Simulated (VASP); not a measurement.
A run of VASP 6.6.1 is set up as follows.

The input INCAR:

```
SYSTEM = BP
ALGO     = Normal         ! electronic algorithm
EDIFF    = 1E-7           ! SCF threshold, eV
EDIFFG   = -0.002         ! ionic threshold
ENCUT    = 500            ! plane-wave cutoff, eV
GGA      = PE             ! functional
GGA_COMPAT= .False.      
IBRION   = 2              ! ionic algorithm
ISIF     = 3              ! what is computed and relaxed
ISMEAR   = 0              ! smearing method
LASPH    = .True.         ! aspherical terms in the spheres
LCHARG   = .False.        ! write CHGCAR
LREAL    = .False.        ! projectors in reciprocal space
LWAVE    = .False.        ! write WAVECAR
NELM     = 120            ! most SCF steps
NELMIN   = 4            
NSW      = 80             ! ionic steps
PREC     = Accurate       ! precision mode
SIGMA    = 0.01           ! smearing width, eV
```

The input KPOINTS:

```
k-points
0
Gamma
  8 8 8
  0 0 0
```

Contents of POSCAR:

```
BP
1.0
    0.0000000000      2.2700000000      2.2700000000
    2.2700000000      0.0000000000      2.2700000000
    2.2700000000      2.2700000000      0.0000000000
B P
1 1
Direct
    0.0000000000      0.0000000000      0.0000000000
    0.2500000000      0.2500000000      0.2500000000
```

Potentials or basis: VASP PAW PBE potentials, release 64 (B, P).

Launch:

```bash
$ cat potpaw_PBE.64/B/POTCAR potpaw_PBE.64/P/POTCAR > POTCAR
$ mpirun -np 1 vasp_std > vasp.out
```

Task: What does it give for the relaxed cell?

Result: a = 3.215 Å, b = 3.215 Å, c = 3.215 Å, α = 60.00°, β = 60.00°, γ = 60.00°.

Task: What does it give for the relaxed volume?

Result: 11.75 Å³/atom.

Task: Estimate the space group after relaxing (to 0.1 Å).

Result: F-43m (No. 216).

Final structure:
```cif
data_structure
_symmetry_space_group_name_H-M 'P 1'
_symmetry_Int_Tables_number 1
_cell_length_a 3.2148
_cell_length_b 3.2148
_cell_length_c 3.2148
_cell_angle_alpha 60.000
_cell_angle_beta 60.000
_cell_angle_gamma 60.000
_cell_volume 23.49
loop_
_atom_site_label
_atom_site_type_symbol
_atom_site_fract_x
_atom_site_fract_y
_atom_site_fract_z
_atom_site_occupancy
B1 B 0.00000 0.00000 0.00000 1
P1 P 0.25000 0.25000 0.25000 1
```
